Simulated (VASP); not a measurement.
Wanted: the native input for a VASP 6.6.1 run.

| Item | Value |
| --- | --- |
| Task | dielectric tensor |
| Functional | PBE |
| Potentials or basis | VASP PAW PBE potentials, release 64 (K_sv, I) |
| Cutoff | 520 eV |
| k mesh | 6 × 6 × 6 |
| Occupations | gaussian, width 0.01 eV |
| Spin | no spin polarisation |
| Dipole correction | no |
| Further INCAR settings | ALGO = Normal; EDIFF = 1e-08 |

The structure of KI lies in POSCAR:

```
KI
1.0
    0.0000000000      3.9658927787      3.9658927787
    3.9658927787      0.0000000000      3.9658927787
    3.9658927787      3.9658927787      0.0000000000
K I
1 1
Direct
    0.0000000000      0.0000000000      0.0000000000
    0.2500000000      0.2500000000      0.2500000000
```

The input as run:

INCAR

```
PREC = Accurate
ENCUT = 520
EDIFF = 1E-8
ISMEAR = 0
SIGMA = 0.01
LREAL = F
LASPH = T
NELM = 100
ALGO = Normal
ISIF = 2
LWAVE = F
LCHARG = F
GGA = PE
LEPSILON = T
```

KPOINTS

```
regular mesh
0
Gamma
  6 6 6
```

Potentials or basis: VASP PAW PBE potentials, release 64 (K_sv, I).

The run is started by

```console
$ cat potpaw_PBE.64/K_sv/POTCAR potpaw_PBE.64/I/POTCAR > POTCAR
$ mpirun -np 1 vasp_std > vasp.out
```

It gave:

```
Band gap on the k mesh                  : 3.93 eV
Electronic dielectric tensor (diagonal) : 2.21
Born charges (mean of the diagonal)     : K +1.03; I -1.03 e
```

Caveat: spin-orbit coupling is left out, which moves the levels of the heavy elements.

It took 6 min on 1 thread of Intel(R) Xeon(R) 6975P-C (Granite Rapids), with other jobs on the host, peak memory 0.42 GiB.
